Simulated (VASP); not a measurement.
# InPd (R3m) in VASP: notebook

Runs on InPd. Level: PBE. Tasks: single point.

Everything below comes from runs of VASP 6.6.1. Logs are shortened: lines on timing, memory, paths and dates and some standing lists are left out, and cuts for length are marked.

## Step 1: The cell of the first run

It takes space group R3m (No. 160, trigonal). Conventional cell: a = 4.627 Å, b = 4.627 Å, c = 5.667 Å, α = 90.00°, β = 90.00°, γ = 120.00°. Within 3.5 Å of In (site symmetry 3m) lie 8 Pd at 2.66 to 3.00 Å and 6 In at 3.27 Å. Pd (site symmetry 3m) has 8 In at 2.66 to 3.00 Å and 6 Pd at 3.27 Å within 3.5 Å.

## Step 2: Single point, PBE (shortest bond scaled by 0.94)

File INCAR:

```
SYSTEM = InPd
ALGO     = Normal         ! electronic algorithm
EDIFF    = 1E-6           ! SCF threshold, eV
ENCUT    = 520            ! plane-wave cutoff, eV
GGA      = PE             ! functional
ISIF     = 2              ! what is computed and relaxed
ISMEAR   = -1             ! smearing method
LASPH    = .True.         ! aspherical terms in the spheres
LCHARG   = .False.        ! write CHGCAR
LREAL    = .False.        ! projectors in reciprocal space
LWAVE    = .False.        ! write WAVECAR
NBANDS   = 18             ! bands
NELM     = 100            ! most SCF steps
PREC     = Accurate       ! precision mode
SIGMA    = 0.05           ! smearing width, eV
```

File KPOINTS:

```
k-points
0
Gamma
  9 9 9
  0 0 0
```

File POSCAR:

```
InPd
1.0
    3.2718847800      0.0000000000      0.0000000000
    0.0000000000      3.2718847800      0.0000000000
    0.0000000000      0.0000000000      3.2718847800
In Pd
1 1
Direct
   -0.0150000000     -0.0150000000     -0.0150000000
    0.5150000000      0.5150000000      0.5150000000
```

Potentials or basis: VASP PAW PBE potentials, release 64 (In_d, Pd).

Started as:

```
cat potpaw_PBE.64/In_d/POTCAR potpaw_PBE.64/Pd/POTCAR > POTCAR
mpirun -np 1 vasp_std > vasp.out
```

OUTCAR:

```text
SYSTEM = InPd
   EDIFF = 1E-6
   ENCUT = 520
   GGA = PE
   ISIF = 2
   ISMEAR = -1
   LASPH = .True.
   LREAL = .False.
   NELM = 100
   PREC = Accurate

 ion  position               nearest neighbor table
   1  0.985  0.985  0.985-   2 2.66   2 2.78   2 2.78   2 2.78   2 2.89   2 2.89   2 2.89   2 3.00

   2  0.515  0.515  0.515-   1 2.66   1 2.78   1 2.78   1 2.78   1 2.89   1 2.89   1 2.89   1 3.00

  LATTYP: Found a simple cubic cell.
 ALAT       =     3.2718847800

  Lattice vectors:

 A1 = (   3.2718847800,   0.0000000000,   0.0000000000)
 A2 = (   0.0000000000,   3.2718847800,   0.0000000000)
 A3 = (   0.0000000000,   0.0000000000,   3.2718847800)

Analysis of symmetry for initial positions (statically):
=====================================================================
 Subroutine PRICEL returns:
 Original cell was already a primitive cell.

 Routine SETGRP: Setting up the symmetry group for a
 simple cubic supercell.

 Subroutine GETGRP returns: Found  6 space group operations
 (whereof  6 operations were pure point group operations)
 out of a pool of 48 trial point group operations.

The static configuration has the point symmetry C_3v.

Analysis of symmetry for dynamics (positions and initial velocities):
=====================================================================
 Subroutine PRICEL returns:
 Original cell was already a primitive cell.

 Routine SETGRP: Setting up the symmetry group for a
 simple cubic supercell.

 Subroutine GETGRP returns: Found  6 space group operations
 (whereof  6 operations were pure point group operations)
 out of a pool of 48 trial point group operations.

The dynamic configuration has the point symmetry C_3v.

 Subroutine INISYM returns: Found  6 space group operations
 (whereof  6 operations are pure point group operations),
 and found     1 'primitive' translations

----------------------------------------------------------------------------------------

                                     Primitive cell

  volume of cell :      35.0263

  direct lattice vectors                    reciprocal lattice vectors
     3.271884780  0.000000000  0.000000000     0.305634234  0.000000000  0.000000000
     0.000000000  3.271884780  0.000000000     0.000000000  0.305634234  0.000000000
     0.000000000  0.000000000  3.271884780     0.000000000  0.000000000  0.305634234

  length of vectors
     3.271884780  3.271884780  3.271884780     0.305634234  0.305634234  0.305634234

  position of ions in fractional coordinates (direct lattice)
     0.985000000  0.985000000  0.985000000
     0.515000000  0.515000000  0.515000000

  ion indices of the primitive-cell ions
   primitive index   ion index
                 1           1
                 2           2

----------------------------------------------------------------------------------------

 KPOINTS: k-points

Automatic generation of k-mesh.
 Grid dimensions read from file:
 generate k-points for:    9    9    9

 Generating k-lattice:

  Cartesian coordinates                     Fractional coordinates (reciprocal lattice)
     0.033959359  0.000000000  0.000000000     0.111111111  0.000000000  0.000000000
     0.000000000  0.033959359  0.000000000     0.000000000  0.111111111  0.000000000
     0.000000000  0.000000000  0.033959359     0.000000000  0.000000000  0.111111111

  Length of vectors
     0.033959359  0.033959359  0.033959359

  Shift w.r.t. Gamma in fractional coordinates (k-lattice)
     0.000000000  0.000000000  0.000000000

 Subroutine IBZKPT returns following result:
 ===========================================

 Found     85 irreducible k-points:

 Following reciprocal coordinates:
            Coordinates               Weight
  0.000000  0.000000  0.000000      1.000000
  0.111111  0.000000  0.000000      6.000000
  0.222222  0.000000  0.000000      6.000000
  0.333333  0.000000  0.000000      6.000000
  0.444444  0.000000  0.000000      6.000000
  0.111111  0.111111  0.000000      6.000000
[... 16 lines left out ...]
 -0.333333  0.444444  0.000000     12.000000
  0.444444  0.444444  0.000000      6.000000
 [... further k-points ...]
   k-points           NKPTS =     85   k-points in BZ     NKDIM =     85   number of bands    NBANDS=     18
   number of dos      NEDOS =    301   number of ions     NIONS =      2
   total plane-waves  NPLWV =  13824
   dimension x,y,z NGX =    24 NGY =   24 NGZ =   24
   dimension x,y,z NGXF=    48 NGYF=   48 NGZF=   48
   ions per type =               1   1
   NGX,Y,Z   is equivalent  to a cutoff of  12.19, 12.19, 12.19 a.u.
   NGXF,Y,Z  is equivalent  to a cutoff of  24.39, 24.39, 24.39 a.u.
 SYSTEM =  InPd
   PREC   = accura    normal or accurate (medium, high low for compatibility)
   ISTART =      0    job   : 0-new  1-cont  2-samecut
   ICHARG =      2    charge: 1-file 2-atom 10-const
   ISPIN  =      1    spin polarized calculation?
   LNONCOLLINEAR =      F non collinear calculations
   LSORBIT =      F    spin-orbit coupling
   LASPH  =      T    aspherical Exc in radial PAW
   ENCUT  =  520.0 eV  38.22 Ry    6.18 a.u.   6.08  6.08  6.08*2*pi/ulx,y,z
   NELM   =    100;   NELMIN=  2; NELMDL= -5     # of ELM steps
   EDIFF  = 0.1E-05   stopping-criterion for ELM
   LREAL  =      F    real-space projection
   EDIFFG = 0.1E-04   stopping-criterion for IOM
   NSW    =      0    number of steps for IOM
   IBRION =     -1    ionic relax: 0-MD 1-quasi-New 2-CG
   NFREE  =      0    steps in history (QN), initial steepest desc. (CG)
   ISIF   =      2    stress and relaxation
   ISYM   =      2    0-nonsym 1-usesym 2-fastsym
   POTIM  = 0.5000    time-step for ionic-motion
   TEBEG  =    0.0;   TEEND  =   0.0 temperature during run
   PSTRESS=    0.0 pullay stress
   NELECT =      23.0000    total number of electrons
   NUPDOWN=      -1.0000    fix difference up-down
   EMIN   =  10.00;   EMAX   =-10.00  energy-range for DOS
   EFERMI =   0.00;   METHOD = LEGACY
   ISMEAR =    -1;   SIGMA  =   0.05  broadening in eV -4-tet -1-fermi 0-gaus
   EFERMI_NEDOS =   21; number of points for ismear=-14 and -15
   IALGO  =     38    algorithm
   IMIX   =      4    mixing-type and parameters
     AMIX     =   0.40;   BMIX     =  1.00
     AMIX_MAG =   1.60;   BMIX_MAG =  1.00
  volume/ion in A,a.u.               =      17.51       118.18
  Fermi-wavevector in a.u.,A,eV,Ry     =   1.422938  2.688964 27.548447  2.024754
  Thomas-Fermi vector in A             =   2.543589
   LORBIT       =      0    0 simple, 1 ext, 2 COOP (PROOUT), +10 PAW based schemes
   GGA     = PE    functional components
   LHFCALC =     F    Hartree Fock is set to
   AEXX    =    0.0000 exact exchange contribution
   IVDW    =     0    specifies the selected vdW correction
   LEPSILON=     F    determine dielectric tensor
   LRPA    =     F    only Hartree local field effects (RPA)
 non-spin polarized calculation
  energy-cutoff  :      520.00
  volume of cell :       35.03
 maximum number of plane-waves:       956
   NGX = 13   NGY = 13   NGZ = 13

 number of electron      23.0000004 magnetization

 Free energy of the ion-electron system (eV)
  ---------------------------------------------------
  ext. energy  EPLUGINS =         0.00000000
  ---------------------------------------------------
  free energy    TOTEN  =        -8.66287357 eV

  energy without entropy =       -8.65598656  energy(sigma->0) =       -8.65943007

 E-fermi :  10.5630     XC(G=0): -12.2237

 val. band max:       10.4953781585   @ k =   0.3333   0.2222   0.0000
 cond. band min:      10.6348098088   @ k =   0.4444   0.4444   0.4444
 fundamental gap:      0.1394316502
 Fermi energy:        10.5629997346

 k-point     1 :       0.0000    0.0000    0.0000
  band No.  band energies     occupation
      1      -4.4751      2.00000
      2      -4.4751      2.00000
      3      -4.0802      2.00000
      4      -4.0604      2.00000
      5      -4.0604      2.00000
      6       0.4309      2.00000
[... 10 lines left out ...]
     17      21.0223      0.00000
     18      26.5223      0.00000

 k-point     2 :       0.1111    0.0000    0.0000
  band No.  band energies     occupation
      1      -4.4687      2.00000
      2      -4.4338      2.00000
      3      -4.0894      2.00000
      4      -4.0735      2.00000
      5      -4.0604      2.00000
      6       0.6268      2.00000
[... 10 lines left out ...]
     17      22.2078      0.00000
     18      26.1455      0.00000

 k-point     3 :       0.2222    0.0000    0.0000
  band No.  band energies     occupation
      1      -4.4526      2.00000
      2      -4.3295      2.00000
      3      -4.1187      2.00000
      4      -4.1063      2.00000
      5      -4.0541      2.00000
      6       1.2107      2.00000
[... 10 lines left out ...]
     17      25.1888      0.00000
     18      25.3433      0.00000

 k-point     4 :       0.3333    0.0000    0.0000
  band No.  band energies     occupation
      1      -4.4340      2.00000
      2      -4.2116      2.00000
      3      -4.1534      2.00000
      4      -4.1435      2.00000
      5      -4.0453      2.00000
      6       2.1637      2.00000
[... 10 lines left out ...]
     17      23.9599      0.00000
     18      24.0801      0.00000

 k-point     5 :       0.4444    0.0000    0.0000
  band No.  band energies     occupation
      1      -4.4217      2.00000
      2      -4.1761      2.00000
      3      -4.1677      2.00000
      4      -4.1351      2.00000
      5      -4.0393      2.00000
      6       3.4048      2.00000
[... 10 lines left out ...]
     17      21.9160      0.00000
     18      22.0803      0.00000

 k-point     6 :       0.1111    0.1111    0.0000
  band No.  band energies     occupation
      1      -4.4458      2.00000
      2      -4.4090      2.00000
      3      -4.0983      2.00000
      4      -4.0766      2.00000
      5      -4.0742      2.00000
      6       0.8210      2.00000
[... 307 lines left out ...]
 k-point    21 :      -0.3333    0.3333    0.0000
  band No.  band energies     occupation
      1      -4.3234      2.00000
      2      -4.3091      2.00000
      3      -4.1777      2.00000
      4      -4.1444      2.00000
      5      -4.0264      2.00000
      6       3.4859      2.00000
[... 10 lines left out ...]
     17      23.0171      0.00000
     18      24.1091      0.00000

 k-point    22 :       0.4444    0.3333    0.0000
  band No.  band energies     occupation
      1      -4.3577      2.00000
      2      -4.3047      2.00000
      3      -4.1941      2.00000
      4      -4.1645      2.00000
      5      -3.9530      2.00000
      6       4.0891      2.00000
[... 10 lines left out ...]
     17      22.3955      0.00000
     18      23.4043      0.00000

 k-point    23 :      -0.3333    0.4444    0.0000
  band No.  band energies     occupation
      1      -4.3580      2.00000
      2      -4.3048      2.00000
      3      -4.1973      2.00000
      4      -4.1615      2.00000
      5      -3.9533      2.00000
      6       4.0890      2.00000
[... 10 lines left out ...]
     17      22.4378      0.00000
     18      23.4156      0.00000

 k-point    24 :       0.4444    0.4444    0.0000
  band No.  band energies     occupation
      1      -4.4086      2.00000
      2      -4.2891      2.00000
      3      -4.2047      2.00000
      4      -4.1966      2.00000
      5      -3.8812      2.00000
      6       4.2876      2.00000
[... 10 lines left out ...]
     17      21.9902      0.00000
     18      24.1060      0.00000

 [... further k-points ...]
[... 5 lines left out ...]
  --------------------------------------------------------------------------------------
  -------------------------------------------------------------------------------------
  Total        1.1578483      1.1578483      1.1578483      0.2220554      0.2220554      0.2220554
  in kB       52.9624709     52.9624709     52.9624709     10.1572912     10.1572912     10.1572912
  external PRESSURE =      52.9624709 kB  Pullay stress =       0.0000000 kB

 VOLUME and BASIS-vectors are now :
 -----------------------------------------------------------------------------
  energy-cutoff  :      520.00
  volume of cell :       35.03
      direct lattice vectors                 reciprocal lattice vectors
     3.271884780  0.000000000  0.000000000     0.305634234  0.000000000  0.000000000
     0.000000000  3.271884780  0.000000000     0.000000000  0.305634234  0.000000000
     0.000000000  0.000000000  3.271884780     0.000000000  0.000000000  0.305634234

 POSITION                                       TOTAL-FORCE (eV/Angst)
 -----------------------------------------------------------------------------------
      3.22281      3.22281      3.22281         0.454797      0.454797      0.454797
      1.68502      1.68502      1.68502        -0.454797     -0.454797     -0.454797
 -----------------------------------------------------------------------------------
    total drift:                                0.000568      0.000568      0.000572

  FREE ENERGIE OF THE ION-ELECTRON SYSTEM (eV)
  ---------------------------------------------------
  free  energy   TOTEN  =        -8.6628735721 eV

  energy  without entropy=       -8.6559865593  energy(sigma->0) =       -8.65943007
```

Wall time 25 s (1 thread of Intel Xeon 8259CL, shared host); peak memory 0.18 GiB.

Results:

```
Free energy   : -8.6629 eV
Pressure      : 5.3 GPa
Largest force : 0.788 eV/Å
```

Forces in eV/Å, atoms in the order of the input:
```
In   0.455  0.455  0.455
Pd  -0.455 -0.455 -0.455
```

Caveat: the cell differs from its parent crystal (shortest bond scaled by 0.94); spin-orbit coupling is left out, which moves the levels of the heavy elements.

## Step 3: Single point, PBE (shortest bond scaled by 0.82)

File INCAR:

```
SYSTEM = InPd
PREC = Accurate ; ENCUT = 520
EDIFF = 1E-6 ; ISMEAR = -1
SIGMA = 0.05 ; LREAL = .FALSE.
LASPH = .TRUE. ; NELM = 60
ALGO = Normal ; ISIF = 2
LWAVE = .FALSE. ; LCHARG = .TRUE.
GGA = PE ; LELF = .TRUE.
LVHAR = .TRUE. ; NBANDS = 18
```

File KPOINTS:

```
Automatic mesh
0
G
  9 9 9
  0 0 0
```

File POSCAR:

```
InPd
1.0
    3.2718847800      0.0000000000      0.0000000000
    0.0000000000      3.2718847800      0.0000000000
    0.0000000000      0.0000000000      3.2718847800
In Pd
1 1
Direct
   -0.0450000000     -0.0450000000     -0.0450000000
    0.5450000000      0.5450000000      0.5450000000
```

Potentials or basis: VASP PAW PBE potentials, release 64 (In_d, Pd).

Started as:

```
cat potpaw_PBE.64/In_d/POTCAR potpaw_PBE.64/Pd/POTCAR > POTCAR
mpirun -np 1 vasp_std > vasp.out
```

OUTCAR:

```text
SYSTEM = InPd
   PREC = Accurate
   ENCUT = 520
   EDIFF = 1E-6
   ISMEAR = -1
   LREAL = .FALSE.
   LASPH = .TRUE.
   NELM = 60
   ISIF = 2
   GGA = PE

 ion  position               nearest neighbor table
   1  0.955  0.955  0.955-   2 2.32   2 2.71   2 2.71   2 2.71   2 3.04   2 3.04   2 3.04   2 3.34

   2  0.545  0.545  0.545-   1 2.32   1 2.71   1 2.71   1 2.71   1 3.04   1 3.04   1 3.04   1 3.34

  LATTYP: Found a simple cubic cell.
 ALAT       =     3.2718847800

  Lattice vectors:

[... 190 lines left out ...]
      5      -4.0379      2.00000
      6       0.4458      2.00000
[... 481 lines left out ...]
      5      -3.8914      2.00000
      6       4.2328      2.00000
[... 10 lines left out ...]
     17      22.5463      0.00000
     18      24.3761      0.00000

 [... further k-points ...]
[... 5 lines left out ...]
  --------------------------------------------------------------------------------------
  -------------------------------------------------------------------------------------
  Total        4.1714258      4.1714258      4.1714258      2.5766625      2.5766625      2.5766625
  in kB      190.8099862    190.8099862    190.8099862    117.8620853    117.8620853    117.8620853
  external PRESSURE =     190.8099862 kB  Pullay stress =       0.0000000 kB

 VOLUME and BASIS-vectors are now :
 -----------------------------------------------------------------------------
  energy-cutoff  :      520.00
  volume of cell :       35.03
      direct lattice vectors                 reciprocal lattice vectors
     3.271884780  0.000000000  0.000000000     0.305634234  0.000000000  0.000000000
     0.000000000  3.271884780  0.000000000     0.000000000  0.305634234  0.000000000
     0.000000000  0.000000000  3.271884780     0.000000000  0.000000000  0.305634234

 POSITION                                       TOTAL-FORCE (eV/Angst)
 -----------------------------------------------------------------------------------
      3.12465      3.12465      3.12465         2.529427      2.529427      2.529427
      1.78318      1.78318      1.78318        -2.529427     -2.529427     -2.529427
 -----------------------------------------------------------------------------------
    total drift:                               -0.000496     -0.000496     -0.000499

  FREE ENERGIE OF THE ION-ELECTRON SYSTEM (eV)
  ---------------------------------------------------
  free  energy   TOTEN  =        -7.9117195227 eV

  energy  without entropy=       -7.9044300365  energy(sigma->0) =       -7.90807478
```

stdout:

```text
POSCAR found type information on POSCAR InPd
 POSCAR found :  2 types and       2 ions
 scaLAPACK will be used
 LDA part: xc-table for (Slater+PW92), standard interpolation
 POSCAR, INCAR and KPOINTS ok, starting setup
 FFT: planning ... GRIDC
 FFT: planning ... GRID_SOFT
 FFT: planning ... GRID
 WAVECAR not read
 entering main loop
```

Wall time 34 s (1 thread of Intel Xeon 8259CL, shared host); peak memory 0.18 GiB.

Results:

* Free energy: -7.9117 eV
* Pressure: 19.1 GPa
* Largest force: 4.381 eV/Å

Forces in eV/Å, atoms in the order of the input:
```
In   2.529  2.529  2.529
Pd  -2.529 -2.529 -2.529
```

Stress tensor (GPa, compression positive):
```
19.08 11.79 11.79
11.79 19.08 11.79
11.79 11.79 19.08
```

Caveat: the cell differs from its parent crystal (shortest bond scaled by 0.82); spin-orbit coupling is left out, which moves the levels of the heavy elements; forces of over 1 eV/Å act on the atoms, so gaps and moduli don't describe the material at rest.

[end of part 1 of 2]
